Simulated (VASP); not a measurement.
# CdS (P6_3mc) in VASP: single point with PBE

Aim: the single point of CdS with PBE.

Everything below comes from runs of VASP 6.6.1. Logs are shortened: lines on timing, memory, paths and dates and some standing lists are left out, and cuts for length are marked.

### Step 1. The cell of the first run

Symmetry: P6_3mc, No. 186, hexagonal system. Conventional cell: a = 4.135 Å, b = 4.135 Å, c = 6.884 Å, α = 90.00°, β = 90.00°, γ = 120.00°. Cd (site symmetry 3m) has 4 S at 2.52 to 2.65 Å within 3.3 Å. Within 3.3 Å of S (site symmetry 3m) lie 4 Cd at 2.52 to 2.65 Å.

### Step 2. Single point, PBE (zz strain of +2 %)

Contents of INCAR:

```
ALGO = Normal ; EDIFF = 1E-6
ENCUT = 520 ; GGA = PE
ISIF = 2 ; ISMEAR = -1
LASPH = T ; LCHARG = T
LELF = T ; LREAL = F
LVHAR = T ; LWAVE = F
NBANDS = 26 ; NELM = 60
PREC = Accurate ; SIGMA = 0.01
```

Contents of KPOINTS:

```
k-points
0
Gamma
  7 7 4
```

Contents of POSCAR:

```
CdS
1.0
    4.1347992034      0.0000000000      0.0000000000
   -2.0673996017      3.5808411497      0.0000000000
    0.0000000000      0.0000000000      6.8839800000
Cd S
2 2
Direct
    0.3333333333      0.6666666667      0.0000000000
    0.6666666667      0.3333333333      0.5000000000
    0.3333333333      0.6666666667      0.3850000000
    0.6666666667      0.3333333333      0.8850000000
```

Potentials or basis: VASP PAW PBE potentials, release 64 (Cd, S).

Launch:

```console
$ cat potpaw_PBE.64/Cd/POTCAR potpaw_PBE.64/S/POTCAR > POTCAR
$ mpirun -np 1 vasp_std > vasp.out
```

OUTCAR:

```text
EDIFF = 1E-6
   ENCUT = 520
   GGA = PE
   ISIF = 2
   ISMEAR = -1
   LASPH = T
   LREAL = F
   NELM = 60
   PREC = Accurate

 ion  position               nearest neighbor table
   1  0.333  0.667  0.000-   4 2.52   4 2.52   4 2.52   3 2.65
   2  0.667  0.333  0.500-   3 2.52   3 2.52   3 2.52   4 2.65
   3  0.333  0.667  0.385-   2 2.52   2 2.52   2 2.52   1 2.65
   4  0.667  0.333  0.885-   1 2.52   1 2.52   1 2.52   2 2.65

  LATTYP: Found a hexagonal cell.
 ALAT       =     4.1347992034
 C/A-ratio  =     1.6648885862

  Lattice vectors:

 A1 = (   4.1347992034,   0.0000000000,   0.0000000000)
 A2 = (  -2.0673996017,   3.5808411497,   0.0000000000)
 A3 = (   0.0000000000,   0.0000000000,   6.8839800000)

Analysis of symmetry for initial positions (statically):
=====================================================================
 Subroutine PRICEL returns:
 Original cell was already a primitive cell.

 Routine SETGRP: Setting up the symmetry group for a
 hexagonal supercell.

 Subroutine GETGRP returns: Found 12 space group operations
 (whereof  6 operations were pure point group operations)
 out of a pool of 24 trial point group operations.

The static configuration has the point symmetry C_3v.
 The point group associated with its full space group is C_6v.

Analysis of symmetry for dynamics (positions and initial velocities):
=====================================================================
 Subroutine PRICEL returns:
 Original cell was already a primitive cell.

 Routine SETGRP: Setting up the symmetry group for a
 hexagonal supercell.

 Subroutine GETGRP returns: Found 12 space group operations
 (whereof  6 operations were pure point group operations)
 out of a pool of 24 trial point group operations.

The dynamic configuration has the point symmetry C_3v.
 The point group associated with its full space group is C_6v.

 Subroutine INISYM returns: Found 12 space group operations
 (whereof  6 operations are pure point group operations),
 and found     1 'primitive' translations

----------------------------------------------------------------------------------------

                                     Primitive cell

  volume of cell :     101.9246

  direct lattice vectors                    reciprocal lattice vectors
     4.134799203  0.000000000  0.000000000     0.241849713  0.139631997  0.000000000
    -2.067399602  3.580841150  0.000000000     0.000000000  0.279263994  0.000000000
     0.000000000  0.000000000  6.883980000     0.000000000  0.000000000  0.145264803

  length of vectors
     4.134799203  4.134799203  6.883980000     0.279263994  0.279263994  0.145264803

  position of ions in fractional coordinates (direct lattice)
     0.333333333  0.666666667  0.000000000
     0.666666667  0.333333333  0.500000000
     0.333333333  0.666666667  0.385000000
     0.666666667  0.333333333  0.885000000

  ion indices of the primitive-cell ions
   primitive index   ion index
                 1           1
                 2           2
                 3           3
                 4           4

----------------------------------------------------------------------------------------

 KPOINTS: k-points

Automatic generation of k-mesh.
 Grid dimensions read from file:
 generate k-points for:    7    7    4

 Generating k-lattice:

  Cartesian coordinates                     Fractional coordinates (reciprocal lattice)
     0.034549959  0.019947428  0.000000000     0.142857143  0.000000000  0.000000000
     0.000000000  0.039894856  0.000000000     0.000000000  0.142857143  0.000000000
     0.000000000  0.000000000  0.036316201     0.000000000  0.000000000  0.250000000

  Length of vectors
     0.039894856  0.039894856  0.036316201

  Shift w.r.t. Gamma in fractional coordinates (k-lattice)
     0.000000000  0.000000000  0.000000000

 Subroutine IBZKPT returns following result:
 ===========================================

 Found     24 irreducible k-points:

 Following reciprocal coordinates:
            Coordinates               Weight
  0.000000  0.000000  0.000000      1.000000
  0.142857  0.000000  0.000000      6.000000
  0.285714  0.000000  0.000000      6.000000
  0.428571  0.000000  0.000000      6.000000
  0.142857  0.142857  0.000000      6.000000
  0.285714  0.142857  0.000000     12.000000
[... 16 lines left out ...]
  0.428571  0.142857  0.500000      6.000000
  0.285714  0.285714  0.500000      6.000000
   k-points           NKPTS =     24   k-points in BZ     NKDIM =     24   number of bands    NBANDS=     26
   number of dos      NEDOS =    301   number of ions     NIONS =      4
   total plane-waves  NPLWV =  55296
   dimension x,y,z NGX =    32 NGY =   32 NGZ =   54
   dimension x,y,z NGXF=    64 NGYF=   64 NGZF=  108
   ions per type =               2   2
   NGX,Y,Z   is equivalent  to a cutoff of  12.87, 12.87, 13.04 a.u.
   NGXF,Y,Z  is equivalent  to a cutoff of  25.73, 25.73, 26.08 a.u.
 SYSTEM =  unknown system
   PREC   = accura    normal or accurate (medium, high low for compatibility)
   ISTART =      0    job   : 0-new  1-cont  2-samecut
   ICHARG =      2    charge: 1-file 2-atom 10-const
   ISPIN  =      1    spin polarized calculation?
   LNONCOLLINEAR =      F non collinear calculations
   LSORBIT =      F    spin-orbit coupling
   LASPH  =      T    aspherical Exc in radial PAW
   ENCUT  =  520.0 eV  38.22 Ry    6.18 a.u.   7.69  7.69 12.80*2*pi/ulx,y,z
   NELM   =     60;   NELMIN=  2; NELMDL= -5     # of ELM steps
   EDIFF  = 0.1E-05   stopping-criterion for ELM
   LREAL  =      F    real-space projection
   EDIFFG = 0.1E-04   stopping-criterion for IOM
   NSW    =      0    number of steps for IOM
   IBRION =     -1    ionic relax: 0-MD 1-quasi-New 2-CG
   NFREE  =      0    steps in history (QN), initial steepest desc. (CG)
   ISIF   =      2    stress and relaxation
   ISYM   =      2    0-nonsym 1-usesym 2-fastsym
   POTIM  = 0.5000    time-step for ionic-motion
   TEBEG  =    0.0;   TEEND  =   0.0 temperature during run
   PSTRESS=    0.0 pullay stress
   NELECT =      36.0000    total number of electrons
   NUPDOWN=      -1.0000    fix difference up-down
   EMIN   =  10.00;   EMAX   =-10.00  energy-range for DOS
   EFERMI =   0.00;   METHOD = LEGACY
   ISMEAR =    -1;   SIGMA  =   0.01  broadening in eV -4-tet -1-fermi 0-gaus
   EFERMI_NEDOS =   21; number of points for ismear=-14 and -15
   IALGO  =     38    algorithm
   IMIX   =      4    mixing-type and parameters
     AMIX     =   0.40;   BMIX     =  1.00
     AMIX_MAG =   1.60;   BMIX_MAG =  1.00
  volume/ion in A,a.u.               =      25.48       171.96
  Fermi-wavevector in a.u.,A,eV,Ry     =   1.157220  2.186829 18.220356  1.339158
  Thomas-Fermi vector in A             =   2.293833
   LORBIT       =      0    0 simple, 1 ext, 2 COOP (PROOUT), +10 PAW based schemes
   GGA     = PE    functional components
   LHFCALC =     F    Hartree Fock is set to
   AEXX    =    0.0000 exact exchange contribution
   IVDW    =     0    specifies the selected vdW correction
   LEPSILON=     F    determine dielectric tensor
   LRPA    =     F    only Hartree local field effects (RPA)
 non-spin polarized calculation
  energy-cutoff  :      520.00
  volume of cell :      101.92
 maximum number of plane-waves:      2779
 NGX is ok and might be reduce to    32
   NGX = 15   NGY = 15   NGZ = 25

 number of electron      35.9999993 magnetization

 Free energy of the ion-electron system (eV)
  ---------------------------------------------------
  ext. energy  EPLUGINS =         0.00000000
  ---------------------------------------------------
  free energy    TOTEN  =       -12.24526592 eV

  energy without entropy =      -12.24526592  energy(sigma->0) =      -12.24526592

 E-fermi :   1.3464     XC(G=0):  -9.0166

 val. band max:        1.1017454471   @ k =   0.0000   0.0000   0.0000
 cond. band min:       2.2669642824   @ k =   0.0000   0.0000   0.0000
 fundamental gap:      1.1652188353
 Fermi energy:         1.3463901624

 k-point     1 :       0.0000    0.0000    0.0000
  band No.  band energies     occupation
      1     -11.1394      2.00000
      2     -10.7651      2.00000
      3      -6.5679      2.00000
      4      -6.5679      2.00000
      5      -6.5070      2.00000
      6      -6.5070      2.00000
[... 18 lines left out ...]
     25       8.6442      0.00000
     26       8.6442      0.00000

 k-point     2 :       0.1429    0.0000    0.0000
  band No.  band energies     occupation
      1     -11.0693      2.00000
      2     -10.7300      2.00000
      3      -6.5345      2.00000
      4      -6.5256      2.00000
      5      -6.4697      2.00000
      6      -6.4651      2.00000
[... 18 lines left out ...]
     25       8.4577      0.00000
     26       9.0869      0.00000

 k-point     3 :       0.2857    0.0000    0.0000
  band No.  band energies     occupation
      1     -10.9041      2.00000
      2     -10.6581      2.00000
      3      -6.4685      2.00000
      4      -6.4518      2.00000
      5      -6.3700      2.00000
      6      -6.3307      2.00000
[... 18 lines left out ...]
     25       9.2440      0.00000
     26       9.4953      0.00000

 k-point     4 :       0.4286    0.0000    0.0000
  band No.  band energies     occupation
      1     -10.7557      2.00000
      2     -10.6165      2.00000
      3      -6.4297      2.00000
      4      -6.4275      2.00000
      5      -6.2960      2.00000
      6      -6.2331      2.00000
[... 18 lines left out ...]
     25       9.4150      0.00000
     26      10.7682      0.00000
[... 496 lines left out ...]
      1     -10.7006      2.00000
      2     -10.7006      2.00000
      3      -6.3916      2.00000
      4      -6.3916      2.00000
      5      -6.3567      2.00000
      6      -6.3567      2.00000
[... 18 lines left out ...]
     25       9.3479      0.00000
     26       9.3479      0.00000

 k-point    23 :       0.4286    0.1429    0.5000
  band No.  band energies     occupation
      1     -10.6530      2.00000
      2     -10.6530      2.00000
      3      -6.3656      2.00000
      4      -6.3656      2.00000
      5      -6.3519      2.00000
      6      -6.3519      2.00000
[... 18 lines left out ...]
     25       9.8494      0.00000
     26       9.8494      0.00000

 k-point    24 :       0.2857    0.2857    0.5000
  band No.  band energies     occupation
      1     -10.6422      2.00000
      2     -10.6422      2.00000
      3      -6.3617      2.00000
      4      -6.3617      2.00000
      5      -6.3254      2.00000
      6      -6.3254      2.00000
[... 18 lines left out ...]
     25       9.7942      0.00000
     26       9.7942      0.00000

------------------------ aborting loop because EDIFF is reached ----------------------------------------

  FORCE on cell =-STRESS in cart. coord.  units (eV):
  Direction    XX          YY          ZZ          XY          YZ          ZX
  --------------------------------------------------------------------------------------
  -------------------------------------------------------------------------------------
  Total        1.9515349      1.9515349     -0.4485206      0.0000000      0.0000000      0.0000000
  in kB       30.6766432     30.6766432     -7.0504026      0.0000000      0.0000000      0.0000000
  external PRESSURE =      18.1009612 kB  Pullay stress =       0.0000000 kB

 VOLUME and BASIS-vectors are now :
 -----------------------------------------------------------------------------
  energy-cutoff  :      520.00
  volume of cell :      101.92
      direct lattice vectors                 reciprocal lattice vectors
     4.134799203  0.000000000  0.000000000     0.241849713  0.139631997  0.000000000
    -2.067399602  3.580841150  0.000000000     0.000000000  0.279263994  0.000000000
     0.000000000  0.000000000  6.883980000     0.000000000  0.000000000  0.145264803

 POSITION                                       TOTAL-FORCE (eV/Angst)
 -----------------------------------------------------------------------------------
     -0.00000      2.38723      0.00000        -0.000000      0.000000      0.353699
      2.06740      1.19361      3.44199         0.000000     -0.000000      0.353699
     -0.00000      2.38723      2.65033         0.000000      0.000000     -0.353699
      2.06740      1.19361      6.09232        -0.000000     -0.000000     -0.353699
 -----------------------------------------------------------------------------------
    total drift:                               -0.000000     -0.000000     -0.000024

  FREE ENERGIE OF THE ION-ELECTRON SYSTEM (eV)
  ---------------------------------------------------
  free  energy   TOTEN  =       -12.2452659201 eV

  energy  without entropy=      -12.2452659201  energy(sigma->0) =      -12.24526592
```

Run time: 79 s. Hardware: 1 thread of Intel Xeon 8259CL, shared host; peak memory 0.25 GiB.

What came out:

```
Free energy            : -12.2453 eV
Pressure               : 1.8 GPa
Largest force          : 0.354 eV/Å
Band gap on the k mesh : 1.17 eV
```

Forces in eV/Å, atoms in the order of the input:
```
Cd   0.000  0.000  0.354
Cd   0.000  0.000  0.354
S    0.000  0.000 -0.354
S    0.000  0.000 -0.354
```

Levels at points of the mesh, in eV from the valence-band top:
| k point | band 15 | band 16 | band 17 | band 18 | band 19 | band 20 | band 21 | band 22 |
| --- | --- | --- | --- | --- | --- | --- | --- | --- |
| (0.00, 0.00, 0.00) | -0.63 | -0.09 | 0.00 | 0.00 | 1.17 | 2.77 | 6.55 | 6.55 |
| (0.00, 0.00, 0.50) | -0.32 | -0.32 | -0.32 | -0.32 | 2.78 | 2.78 | 6.03 | 6.03 |

Caveat: the cell differs from its parent crystal (zz strain of +2 %).
